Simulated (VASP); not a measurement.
# SnS2 (P-3m1) in VASP: single point with PBE

Aim: the single point of SnS2 with PBE.

Everything below comes from runs of VASP 6.6.1. Logs are shortened: lines on timing, memory, paths and dates and some standing lists are left out, and cuts for length are marked.

**1. The cell of the first run**

It takes space group P-3m1 (No. 164, trigonal). The conventional cell has a = 3.639 Å, b = 3.639 Å, c = 5.868 Å, α = 90.00°, β = 90.00°, γ = 120.00°. Within 3.4 Å of Sn (site symmetry -3m) lie 6 S at 2.56 Å. Within 3.4 Å of S (site symmetry 3m) lie 3 Sn at 2.56 Å.

**2. Single point, PBE**

The input, INCAR:

```
SYSTEM = SnS2
PREC = Accurate
ENCUT = 500
EDIFF = 1E-6
ISMEAR = 0
SIGMA = 0.01
LREAL = .FALSE.
LASPH = .TRUE.
NELM = 120
ALGO = Normal
ISIF = 2
LWAVE = .FALSE.
LCHARG = .TRUE.
GGA = PE
LELF = .TRUE.
LVHAR = .TRUE.
NBANDS = 20
GGA_COMPAT = .FALSE.
```

The input, KPOINTS:

```
Automatic mesh
0
G
  12 12 8
  0 0 0
```

The input, POSCAR:

```
SnS2
1.0
    3.6390000000      0.0000000000      0.0000000000
   -1.8195000000      3.1514664444      0.0000000000
    0.0000000000      0.0000000000      5.8680000000
Sn S
1 2
Direct
    0.0000000000      0.0000000000      0.0000000000
    0.3333333333      0.6666666667      0.2500000000
    0.6666666667      0.3333333333      0.7500000000
```

Potentials or basis: VASP PAW PBE potentials, release 64 (Sn_d, S).

Started as:

```console
> cat potpaw_PBE.64/Sn_d/POTCAR potpaw_PBE.64/S/POTCAR > POTCAR
> mpirun -np 1 vasp_std > vasp.out
```

OUTCAR:

```text
SYSTEM = SnS2
   PREC = Accurate
   ENCUT = 500
   EDIFF = 1E-6
   ISMEAR = 0
   LREAL = .FALSE.
   LASPH = .TRUE.
   NELM = 120
   ISIF = 2
   GGA = PE

 ion  position               nearest neighbor table
   1  0.000  0.000  0.000-   2 2.56   3 2.56   3 2.56   2 2.56   3 2.56   2 2.56
   2  0.333  0.667  0.250-   1 2.56   1 2.56   1 2.56
   3  0.667  0.333  0.750-   1 2.56   1 2.56   1 2.56

  LATTYP: Found a hexagonal cell.
 ALAT       =     3.6390000000
 C/A-ratio  =     1.6125309151

  Lattice vectors:

 A1 = (   3.6390000000,   0.0000000000,   0.0000000000)
 A2 = (  -1.8195000000,   3.1514664444,   0.0000000000)
 A3 = (   0.0000000000,   0.0000000000,   5.8680000000)

Analysis of symmetry for initial positions (statically):
=====================================================================
 Subroutine PRICEL returns:
 Original cell was already a primitive cell.

 Routine SETGRP: Setting up the symmetry group for a
 hexagonal supercell.

 Subroutine GETGRP returns: Found 12 space group operations
 (whereof 12 operations were pure point group operations)
 out of a pool of 24 trial point group operations.

The static configuration has the point symmetry D_3d.

Analysis of symmetry for dynamics (positions and initial velocities):
=====================================================================
 Subroutine PRICEL returns:
 Original cell was already a primitive cell.

 Routine SETGRP: Setting up the symmetry group for a
 hexagonal supercell.

 Subroutine GETGRP returns: Found 12 space group operations
 (whereof 12 operations were pure point group operations)
 out of a pool of 24 trial point group operations.

The dynamic configuration has the point symmetry D_3d.

 Subroutine INISYM returns: Found 12 space group operations
 (whereof 12 operations are pure point group operations),
 and found     1 'primitive' translations

----------------------------------------------------------------------------------------

                                     Primitive cell

  volume of cell :      67.2953

  direct lattice vectors                    reciprocal lattice vectors
     3.639000000  0.000000000  0.000000000     0.274800769  0.158656298  0.000000000
    -1.819500000  3.151466444  0.000000000     0.000000000  0.317312596  0.000000000
     0.000000000  0.000000000  5.868000000     0.000000000  0.000000000  0.170415815

  length of vectors
     3.639000000  3.639000000  5.868000000     0.317312596  0.317312596  0.170415815

  position of ions in fractional coordinates (direct lattice)
     0.000000000  0.000000000  0.000000000
     0.333333333  0.666666667  0.250000000
     0.666666667  0.333333333  0.750000000

  ion indices of the primitive-cell ions
   primitive index   ion index
                 1           1
                 2           2
                 3           3

----------------------------------------------------------------------------------------

 KPOINTS: Automatic mesh

Automatic generation of k-mesh.
 Grid dimensions read from file:
 generate k-points for:   12   12    8

 Generating k-lattice:

  Cartesian coordinates                     Fractional coordinates (reciprocal lattice)
     0.022900064  0.013221358  0.000000000     0.083333333  0.000000000  0.000000000
     0.000000000  0.026442716  0.000000000     0.000000000  0.083333333  0.000000000
     0.000000000  0.000000000  0.021301977     0.000000000  0.000000000  0.125000000

  Length of vectors
     0.026442716  0.026442716  0.021301977

  Shift w.r.t. Gamma in fractional coordinates (k-lattice)
     0.000000000  0.000000000  0.000000000

 Subroutine IBZKPT returns following result:
 ===========================================

 Found    131 irreducible k-points:

 Following reciprocal coordinates:
            Coordinates               Weight
  0.000000  0.000000  0.000000      1.000000
  0.083333  0.000000  0.000000      6.000000
  0.166667  0.000000  0.000000      6.000000
  0.250000  0.000000  0.000000      6.000000
  0.333333  0.000000  0.000000      6.000000
  0.416667  0.000000  0.000000      6.000000
[... 16 lines left out ...]
  0.166667  0.000000  0.125000      6.000000
  0.000000  0.166667  0.125000      6.000000
 [... further k-points ...]
   k-points           NKPTS =    131   k-points in BZ     NKDIM =    131   number of bands    NBANDS=     20
   number of dos      NEDOS =    301   number of ions     NIONS =      3
   total plane-waves  NPLWV =  37632
   dimension x,y,z NGX =    28 NGY =   28 NGZ =   48
   dimension x,y,z NGXF=    56 NGYF=   56 NGZF=   96
   ions per type =               1   2
   NGX,Y,Z   is equivalent  to a cutoff of  12.79, 12.79, 13.60 a.u.
   NGXF,Y,Z  is equivalent  to a cutoff of  25.58, 25.58, 27.20 a.u.
 SYSTEM =  SnS2
   PREC   = accura    normal or accurate (medium, high low for compatibility)
   ISTART =      0    job   : 0-new  1-cont  2-samecut
   ICHARG =      2    charge: 1-file 2-atom 10-const
   ISPIN  =      1    spin polarized calculation?
   LNONCOLLINEAR =      F non collinear calculations
   LSORBIT =      F    spin-orbit coupling
   LASPH  =      T    aspherical Exc in radial PAW
   ENCUT  =  500.0 eV  36.75 Ry    6.06 a.u.   6.63  6.63 10.70*2*pi/ulx,y,z
   NELM   =    120;   NELMIN=  2; NELMDL= -5     # of ELM steps
   EDIFF  = 0.1E-05   stopping-criterion for ELM
   LREAL  =      F    real-space projection
   EDIFFG = 0.1E-04   stopping-criterion for IOM
   NSW    =      0    number of steps for IOM
   IBRION =     -1    ionic relax: 0-MD 1-quasi-New 2-CG
   NFREE  =      0    steps in history (QN), initial steepest desc. (CG)
   ISIF   =      2    stress and relaxation
   ISYM   =      2    0-nonsym 1-usesym 2-fastsym
   POTIM  = 0.5000    time-step for ionic-motion
   TEBEG  =    0.0;   TEEND  =   0.0 temperature during run
   PSTRESS=    0.0 pullay stress
   NELECT =      26.0000    total number of electrons
   NUPDOWN=      -1.0000    fix difference up-down
   EMIN   =  10.00;   EMAX   =-10.00  energy-range for DOS
   EFERMI =   0.00;   METHOD = LEGACY
   ISMEAR =     0;   SIGMA  =   0.01  broadening in eV -4-tet -1-fermi 0-gaus
   EFERMI_NEDOS =   21; number of points for ismear=-14 and -15
   IALGO  =     38    algorithm
   IMIX   =      4    mixing-type and parameters
     AMIX     =   0.40;   BMIX     =  1.00
     AMIX_MAG =   1.60;   BMIX_MAG =  1.00
  volume/ion in A,a.u.               =      22.43       151.38
  Fermi-wavevector in a.u.,A,eV,Ry     =   1.192352  2.253218 19.343434  1.421702
  Thomas-Fermi vector in A             =   2.328392
   LORBIT       =      0    0 simple, 1 ext, 2 COOP (PROOUT), +10 PAW based schemes
   GGA     = PE    functional components
   LHFCALC =     F    Hartree Fock is set to
   AEXX    =    0.0000 exact exchange contribution
   IVDW    =     0    specifies the selected vdW correction
   LEPSILON=     F    determine dielectric tensor
   LRPA    =     F    only Hartree local field effects (RPA)
 non-spin polarized calculation
 Gauss-broadening in eV      SIGMA  =   0.01
  energy-cutoff  :      500.00
  volume of cell :       67.30
 maximum number of plane-waves:      1737
 NGX is ok and might be reduce to    28
   NGX = 13   NGY = 13   NGZ = 21

 number of electron      26.0000007 magnetization

 Free energy of the ion-electron system (eV)
  ---------------------------------------------------
  ext. energy  EPLUGINS =         0.00000000
  ---------------------------------------------------
  free energy    TOTEN  =       -13.13933432 eV

  energy without entropy =      -13.13933432  energy(sigma->0) =      -13.13933432

 E-fermi :   4.9143     XC(G=0):  -9.6617

 val. band max:        4.8061979237   @ k =   0.0833   0.0833   0.0000
 cond. band min:       6.2560064514   @ k =   0.5000   0.0000   0.3750
 fundamental gap:      1.4498085276
 Fermi energy:         4.9143408756

 k-point     1 :       0.0000    0.0000    0.0000
  band No.  band energies     occupation
      1     -16.1454      2.00000
      2     -16.1454      2.00000
      3     -16.1009      2.00000
      4     -16.0725      2.00000
      5     -16.0725      2.00000
      6      -9.0634      2.00000
[... 12 lines left out ...]
     19      14.3540      0.00000
     20      14.3540      0.00000

 k-point     2 :       0.0833    0.0000    0.0000
  band No.  band energies     occupation
      1     -16.1499      2.00000
      2     -16.1410      2.00000
      3     -16.0976      2.00000
      4     -16.0755      2.00000
      5     -16.0722      2.00000
      6      -8.9846      2.00000
[... 12 lines left out ...]
     19      13.9735      0.00000
     20      14.4420      0.00000

 k-point     3 :       0.1667    0.0000    0.0000
  band No.  band energies     occupation
      1     -16.1636      2.00000
      2     -16.1302      2.00000
      3     -16.0902      2.00000
      4     -16.0806      2.00000
      5     -16.0703      2.00000
      6      -8.7517      2.00000
[... 12 lines left out ...]
     19      13.7864      0.00000
     20      14.6207      0.00000

 k-point     4 :       0.2500    0.0000    0.0000
  band No.  band energies     occupation
      1     -16.1842      2.00000
      2     -16.1191      2.00000
      3     -16.0957      2.00000
      4     -16.0701      2.00000
      5     -16.0639      2.00000
      6      -8.3787      2.00000
[... 12 lines left out ...]
     19      13.5856      0.00000
     20      15.0666      0.00000

 k-point     5 :       0.3333    0.0000    0.0000
  band No.  band energies     occupation
      1     -16.2058      2.00000
      2     -16.1133      2.00000
      3     -16.1042      2.00000
      4     -16.0555      2.00000
      5     -16.0521      2.00000
      6      -7.9001      2.00000
[... 12 lines left out ...]
     19      14.1983      0.00000
     20      15.2774      0.00000
[... 353 lines left out ...]
      6      -8.9623      2.00000
[... 12 lines left out ...]
     19      13.9391      0.00000
     20      14.4761      0.00000

 k-point    22 :       0.0000    0.0833    0.1250
  band No.  band energies     occupation
      1     -16.1499      2.00000
      2     -16.1410      2.00000
      3     -16.0975      2.00000
      4     -16.0755      2.00000
      5     -16.0722      2.00000
      6      -8.9622      2.00000
[... 12 lines left out ...]
     19      13.8087      0.00000
     20      14.2400      0.00000

 k-point    23 :       0.1667    0.0000    0.1250
  band No.  band energies     occupation
      1     -16.1636      2.00000
      2     -16.1302      2.00000
      3     -16.0902      2.00000
      4     -16.0806      2.00000
      5     -16.0703      2.00000
      6      -8.7300      2.00000
[... 12 lines left out ...]
     19      14.1166      0.00000
     20      14.4097      0.00000

 k-point    24 :       0.0000    0.1667    0.1250
  band No.  band energies     occupation
      1     -16.1636      2.00000
      2     -16.1302      2.00000
      3     -16.0902      2.00000
      4     -16.0806      2.00000
      5     -16.0703      2.00000
      6      -8.7295      2.00000
[... 12 lines left out ...]
     19      13.5769      0.00000
     20      14.3834      0.00000

 [... further k-points ...]
[... 5 lines left out ...]
  --------------------------------------------------------------------------------------
  -------------------------------------------------------------------------------------
  Total        1.8002652      1.8002652      1.6630363     -0.0000000      0.0000000     -0.0000000
  in kB       42.8609926     42.8609926     39.5938257     -0.0000000      0.0000000     -0.0000000
  external PRESSURE =      41.7719370 kB  Pullay stress =       0.0000000 kB

 VOLUME and BASIS-vectors are now :
 -----------------------------------------------------------------------------
  energy-cutoff  :      500.00
  volume of cell :       67.30
      direct lattice vectors                 reciprocal lattice vectors
     3.639000000  0.000000000  0.000000000     0.274800769  0.158656298  0.000000000
    -1.819500000  3.151466444  0.000000000     0.000000000  0.317312596  0.000000000
     0.000000000  0.000000000  5.868000000     0.000000000  0.000000000  0.170415815

 POSITION                                       TOTAL-FORCE (eV/Angst)
 -----------------------------------------------------------------------------------
      0.00000      0.00000      0.00000         0.000000     -0.000000      0.000000
     -0.00000      2.10098      1.46700        -0.000000      0.000000      0.241642
      1.81950      1.05049      4.40100         0.000000     -0.000000     -0.241642
 -----------------------------------------------------------------------------------
    total drift:                               -0.000000     -0.000000     -0.000000

  FREE ENERGIE OF THE ION-ELECTRON SYSTEM (eV)
  ---------------------------------------------------
  free  energy   TOTEN  =       -13.1393343189 eV

  energy  without entropy=      -13.1393343189  energy(sigma->0) =      -13.13933432
```

It took 80 s on 1 thread of AMD EPYC 9R45 (Zen 5), shared host; peak memory 0.26 GiB.

Results:

```
Free energy            : -13.1393 eV
Pressure               : 4.2 GPa
Largest force          : 0.242 eV/Å
Band gap on the k mesh : 1.45 eV, indirect (least direct gap 1.94 eV)
```

Forces on the atoms (eV/Å):
```
Sn   0.000  0.000  0.000
S    0.000  0.000  0.242
S    0.000  0.000 -0.242
```

Caveat: spin-orbit coupling is left out, which moves the levels of the heavy elements; this functional lacks dispersion, which binds the layers, so the pressure and a relaxed spacing across them are unreliable. A k mesh can miss the band edges.
